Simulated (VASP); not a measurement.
# Ni (Fm-3m) in VASP: further runs

Runs on Ni. Level: LDA. Tasks: single point.

Everything below comes from runs of VASP 6.6.1. Logs are shortened: lines on timing, memory, paths and dates and some standing lists are left out, and cuts for length are marked.

## Step 1: The cell of the first run

The structure is cubic, space group Fm-3m (No. 225). The conventional cell has a = 3.556 Å, b = 3.556 Å, c = 3.556 Å, α = 90.00°, β = 90.00°, γ = 90.00°. Ni (site symmetry m-3m) has 12 Ni at 2.51 Å within 3.3 Å.

## Step 2: Single point, LDA, collinear spin, ferromagnetic start (11.24 Å³/atom)

INCAR

```
PREC = Accurate
ENCUT = 520
EDIFF = 1E-6
ISMEAR = 0
SIGMA = 0.15
LREAL = F
LASPH = T
NELM = 150
ALGO = Fast
ISIF = 2
LWAVE = F
LCHARG = F
ISPIN = 2
MAGMOM = 0.375
LORBIT = 11
NUPDOWN = 0.375
LMAXMIX = 4
GGA = CA
NBANDS = 15
```

KPOINTS

```
regular mesh
0
Gamma
  24 24 24
```

POSCAR

```
Ni
1.0
    0.0000000000      1.7780249946      1.7780249946
    1.7780249946      0.0000000000      1.7780249946
    1.7780249946      1.7780249946      0.0000000000
Ni
1
Direct
    0.0000000000      0.0000000000      0.0000000000
```

Potentials or basis: VASP PAW LDA potentials, release 64 (Ni).

Command:

```
$ cat potpaw_LDA.64/Ni/POTCAR > POTCAR
$ mpirun -np 1 vasp_std > vasp.out
```

OUTCAR:

```text
PREC = Accurate
   ENCUT = 520
   EDIFF = 1E-6
   ISMEAR = 0
   LREAL = F
   LASPH = T
   NELM = 150
   ISIF = 2
   ISPIN = 2
   LORBIT = 11
   NUPDOWN = 0.375
   GGA = CA

 ion  position               nearest neighbor table
   1  0.000  0.000  0.000-

  LATTYP: Found a face centered cubic cell.
 ALAT       =     3.5560499892

  Lattice vectors:

 A1 = (   0.0000000000,   1.7780249946,   1.7780249946)
 A2 = (   1.7780249946,   0.0000000000,   1.7780249946)
 A3 = (   1.7780249946,   1.7780249946,   0.0000000000)

Analysis of symmetry for initial positions (statically):
=====================================================================
 Subroutine PRICEL returns:
 Original cell was already a primitive cell.

 Routine SETGRP: Setting up the symmetry group for a
 face centered cubic supercell.

 Subroutine GETGRP returns: Found 48 space group operations
 (whereof 48 operations were pure point group operations)
 out of a pool of 48 trial point group operations.

The static configuration has the point symmetry O_h .

Analysis of symmetry for dynamics (positions and initial velocities):
=====================================================================
 Subroutine PRICEL returns:
 Original cell was already a primitive cell.

 Routine SETGRP: Setting up the symmetry group for a
 face centered cubic supercell.

 Subroutine GETGRP returns: Found 48 space group operations
 (whereof 48 operations were pure point group operations)
 out of a pool of 48 trial point group operations.

The dynamic configuration has the point symmetry O_h .

Analysis of structural, dynamic, and magnetic symmetry:
=====================================================================
 Subroutine PRICEL returns:
 Original cell was already a primitive cell.

 Routine SETGRP: Setting up the symmetry group for a
 face centered cubic supercell.

 Subroutine GETGRP returns: Found 48 space group operations
 (whereof 48 operations were pure point group operations)
 out of a pool of 48 trial point group operations.

The overall configuration has the point symmetry O_h .

 Subroutine INISYM returns: Found 48 space group operations
 (whereof 48 operations are pure point group operations),
 and found     1 'primitive' translations

----------------------------------------------------------------------------------------

                                     Primitive cell

  volume of cell :      11.2420

  direct lattice vectors                    reciprocal lattice vectors
     0.000000000  1.778024995  1.778024995    -0.281210895  0.281210895  0.281210895
     1.778024995  0.000000000  1.778024995     0.281210895 -0.281210895  0.281210895
     1.778024995  1.778024995  0.000000000     0.281210895  0.281210895 -0.281210895

  length of vectors
     2.514507062  2.514507062  2.514507062     0.487071558  0.487071558  0.487071558

  position of ions in fractional coordinates (direct lattice)
     0.000000000  0.000000000  0.000000000

  ion indices of the primitive-cell ions
   primitive index   ion index
                 1           1

----------------------------------------------------------------------------------------

 KPOINTS: regular mesh

Automatic generation of k-mesh.
 Grid dimensions read from file:
 generate k-points for:   24   24   24

 Generating k-lattice:

  Cartesian coordinates                     Fractional coordinates (reciprocal lattice)
    -0.011717121  0.011717121  0.011717121     0.041666667  0.000000000  0.000000000
     0.011717121 -0.011717121  0.011717121     0.000000000  0.041666667  0.000000000
     0.011717121  0.011717121 -0.011717121     0.000000000  0.000000000  0.041666667

  Length of vectors
     0.020294648  0.020294648  0.020294648

  Shift w.r.t. Gamma in fractional coordinates (k-lattice)
     0.000000000  0.000000000  0.000000000

 Subroutine IBZKPT returns following result:
 ===========================================

 Found    413 irreducible k-points:

 Following reciprocal coordinates:
            Coordinates               Weight
  0.000000  0.000000  0.000000      1.000000
  0.041667  0.000000  0.000000      8.000000
  0.083333  0.000000  0.000000      8.000000
  0.125000  0.000000  0.000000      8.000000
  0.166667  0.000000  0.000000      8.000000
  0.208333  0.000000  0.000000      8.000000
[... 16 lines left out ...]
  0.416667  0.041667  0.000000     24.000000
  0.458333  0.041667  0.000000     24.000000
 [... further k-points ...]
   k-points           NKPTS =    413   k-points in BZ     NKDIM =    413   number of bands    NBANDS=     15
   number of dos      NEDOS =    301   number of ions     NIONS =      1
   total plane-waves  NPLWV =   8000
   dimension x,y,z NGX =    20 NGY =   20 NGZ =   20
   dimension x,y,z NGXF=    40 NGYF=   40 NGZF=   40
   ions per type =               1
   NGX,Y,Z   is equivalent  to a cutoff of  13.22, 13.22, 13.22 a.u.
   NGXF,Y,Z  is equivalent  to a cutoff of  26.45, 26.45, 26.45 a.u.
 SYSTEM =  unknown system
   PREC   = accura    normal or accurate (medium, high low for compatibility)
   ISTART =      0    job   : 0-new  1-cont  2-samecut
   ICHARG =      2    charge: 1-file 2-atom 10-const
   ISPIN  =      2    spin polarized calculation?
   LNONCOLLINEAR =      F non collinear calculations
   LSORBIT =      F    spin-orbit coupling
   LASPH  =      T    aspherical Exc in radial PAW
   ENCUT  =  520.0 eV  38.22 Ry    6.18 a.u.   4.68  4.68  4.68*2*pi/ulx,y,z
   NELM   =    150;   NELMIN=  2; NELMDL= -5     # of ELM steps
   EDIFF  = 0.1E-05   stopping-criterion for ELM
   LREAL  =      F    real-space projection
   EDIFFG = 0.1E-04   stopping-criterion for IOM
   NSW    =      0    number of steps for IOM
   IBRION =     -1    ionic relax: 0-MD 1-quasi-New 2-CG
   NFREE  =      0    steps in history (QN), initial steepest desc. (CG)
   ISIF   =      2    stress and relaxation
   ISYM   =      2    0-nonsym 1-usesym 2-fastsym
   POTIM  = 0.5000    time-step for ionic-motion
   TEBEG  =    0.0;   TEEND  =   0.0 temperature during run
   PSTRESS=    0.0 pullay stress
   NELECT =      10.0000    total number of electrons
   NUPDOWN=       0.3750    fix difference up-down
   EMIN   =  10.00;   EMAX   =-10.00  energy-range for DOS
   EFERMI =   0.00;   METHOD = LEGACY
   ISMEAR =     0;   SIGMA  =   0.15  broadening in eV -4-tet -1-fermi 0-gaus
   EFERMI_NEDOS =   21; number of points for ismear=-14 and -15
   IALGO  =     68    algorithm
   IMIX   =      4    mixing-type and parameters
     AMIX     =   0.40;   BMIX     =  1.00
     AMIX_MAG =   1.60;   BMIX_MAG =  1.00
  volume/ion in A,a.u.               =      11.24        75.86
  Fermi-wavevector in a.u.,A,eV,Ry     =   1.574443  2.975266 33.727089  2.478871
  Thomas-Fermi vector in A             =   2.675577
   LORBIT       =     11    0 simple, 1 ext, 2 COOP (PROOUT), +10 PAW based schemes
   GGA     = CA    functional components
   LHFCALC =     F    Hartree Fock is set to
   AEXX    =    0.0000 exact exchange contribution
   IVDW    =     0    specifies the selected vdW correction
   LEPSILON=     F    determine dielectric tensor
   LRPA    =     F    only Hartree local field effects (RPA)
 spin polarized calculation
 RMM-DIIS sequential band-by-band and
 Gauss-broadening in eV      SIGMA  =   0.15
  energy-cutoff  :      520.00
  volume of cell :       11.24
 maximum number of plane-waves:       315
   NGX =  9   NGY =  9   NGZ =  9

 number of electron      10.0000006 magnetization       0.3750000

 Free energy of the ion-electron system (eV)
  ---------------------------------------------------
  ext. energy  EPLUGINS =         0.00000000
  ---------------------------------------------------
  free energy    TOTEN  =        -6.48076959 eV

  energy without entropy =       -6.44886506  energy(sigma->0) =       -6.46481732

 E-fermi :   8.5191     XC(G=0): -13.4178

 val. band max:        8.5173150432   @ k =  -0.4167   0.2917   0.1250
 cond. band min:       8.3390169453   @ k =  -0.4583   0.5000   0.0417
 fundamental gap:     -0.1782980979
 Fermi energy:         8.3389877838

 spin component 1

 k-point     1 :       0.0000    0.0000    0.0000
  band No.  band energies     occupation
      1      -0.1796      1.00000
      2       6.4300      1.00000
      3       6.4300      1.00000
      4       6.4300      1.00000
      5       7.5236      1.00000
      6       7.5236      1.00000
      7      32.0766      0.00000
      8      35.5810      0.00000
      9      35.5810      0.00000
     10      35.5810      0.00000
     11      38.4712      0.00000
     12      38.4712      0.00000
     13      38.4712      0.00000
     14      41.6952      0.00000
     15      47.3482      0.00000
[... 397 lines left out ...]
 k-point    24 :       0.4583    0.0417    0.0000
  band No.  band energies     occupation
      1       4.0191      1.00000
      2       6.4103      1.00000
      3       6.4677      1.00000
      4       7.5205      1.00000
      5       8.1760      0.93786
      6       8.5559      0.02043
      7      14.8978      0.00000
      8      30.3953      0.00000
      9      31.7439      0.00000
     10      32.4041      0.00000
     11      36.2395      0.00000
     12      36.6827      0.00000
     13      41.8550      0.00000
     14      51.3086      0.00000
     15      53.6223      0.00000

 [... further k-points ...]

 spin component 2

 k-point     1 :       0.0000    0.0000    0.0000
  band No.  band energies     occupation
      1      -0.1647      1.00000
      2       6.8201      1.00000
      3       6.8201      1.00000
      4       6.8201      1.00000
      5       7.8769      1.00000
      6       7.8769      1.00000
      7      32.0519      0.00000
      8      35.6030      0.00000
      9      35.6030      0.00000
     10      35.6030      0.00000
     11      38.5636      0.00000
     12      38.5636      0.00000
     13      38.5636      0.00000
     14      41.6641      0.00000
     15      47.4429      0.00000
[... 397 lines left out ...]
 k-point    24 :       0.4583    0.0417    0.0000
  band No.  band energies     occupation
      1       4.2393      1.00000
      2       6.7547      1.00000
      3       6.8178      1.00000
      4       7.6997      1.00000
      5       8.5850      0.26717
      6       8.8408      0.00121
      7      15.1005      0.00000
      8      30.3776      0.00000
      9      31.8103      0.00000
     10      32.4696      0.00000
     11      36.2975      0.00000
     12      36.7455      0.00000
     13      41.9491      0.00000
     14      51.3788      0.00000
     15      53.6805      0.00000

 [... further k-points ...]

------------------------ aborting loop because EDIFF is reached ----------------------------------------

  FORCE on cell =-STRESS in cart. coord.  units (eV):
  Direction    XX          YY          ZZ          XY          YZ          ZX
  --------------------------------------------------------------------------------------
  -------------------------------------------------------------------------------------
  Total       -1.5276449     -1.5276449     -1.5276449      0.0000000      0.0000000      0.0000000
  in kB     -217.7155343   -217.7155343   -217.7155343      0.0000000      0.0000000      0.0000000
  external PRESSURE =    -217.7155343 kB  Pullay stress =       0.0000000 kB

 VOLUME and BASIS-vectors are now :
 -----------------------------------------------------------------------------
  energy-cutoff  :      520.00
  volume of cell :       11.24
      direct lattice vectors                 reciprocal lattice vectors
     0.000000000  1.778024995  1.778024995    -0.281210895  0.281210895  0.281210895
     1.778024995  0.000000000  1.778024995     0.281210895 -0.281210895  0.281210895
     1.778024995  1.778024995  0.000000000     0.281210895  0.281210895 -0.281210895

 POSITION                                       TOTAL-FORCE (eV/Angst)
 -----------------------------------------------------------------------------------
      0.00000      0.00000      0.00000         0.000000      0.000000      0.000000
 -----------------------------------------------------------------------------------
    total drift:                                0.000000      0.000000      0.000000

  FREE ENERGIE OF THE ION-ELECTRON SYSTEM (eV)
  ---------------------------------------------------
  free  energy   TOTEN  =        -6.4807695922 eV

  energy  without entropy=       -6.4488650577  energy(sigma->0) =       -6.46481732

 total charge

# of ion       s       p       d       tot
------------------------------------------
    1        0.483   0.464   8.320   9.267

 magnetization (x)

# of ion       s       p       d       tot
------------------------------------------
    1       -0.005  -0.015   0.401   0.382
```

It took 61 s on 1 thread of Intel Xeon 6975P-C (Granite Rapids), shared host; peak memory 0.2 GiB.

What came out:

- Free energy: -6.4808 eV
- Pressure: -21.8 GPa
- Net moment: 0.38 μB per cell
- Site moments: Ni +0.38 μB
- Valence electrons inside the program's atomic spheres: Ni 9.27

Caveat: the cell stands under tension; the total moment is fixed, so each spin has its own Fermi level and the state may be an excited one.

## Step 3: Single point, LDA, collinear spin, ferromagnetic start (11.24 Å³/atom)

INCAR

```
SYSTEM = Ni
  PREC = Accurate
  ENCUT = 520
  EDIFF = 1E-6
  ISMEAR = 0
  SIGMA = 0.15
  LREAL = .False.
  LASPH = .True.
  NELM = 150
  ALGO = Fast
  ISIF = 2
  LWAVE = .False.
  LCHARG = .False.
  ISPIN = 2
  MAGMOM = 0.625
  LORBIT = 11
  NUPDOWN = 0.625
  LMAXMIX = 4
  GGA = CA
  NBANDS = 15
```

KPOINTS

```
Automatic mesh
0
Gamma
  24 24 24
  0 0 0
```

POSCAR is that of step 2.

Potentials or basis: VASP PAW LDA potentials, release 64 (Ni).

Command:

```
$ cat potpaw_LDA.64/Ni/POTCAR > POTCAR
$ mpirun -np 1 vasp_std > vasp.out
```

Wall time 68 s (1 thread of Intel Xeon 6975P-C (Granite Rapids), shared host); peak memory 0.2 GiB.

Results (log left out):

```yaml
Free_energy: -6.4964 eV
Pressure: -21.6 GPa
Net_moment: 0.63 μB per cell
Site_moments: Ni +0.63 μB
Valence_electrons_inside_the_program's_atomic_spheres: Ni 9.26
```

Caveat: the cell stands under tension; the total moment is fixed, so each spin has its own Fermi level and the state may be an excited one.
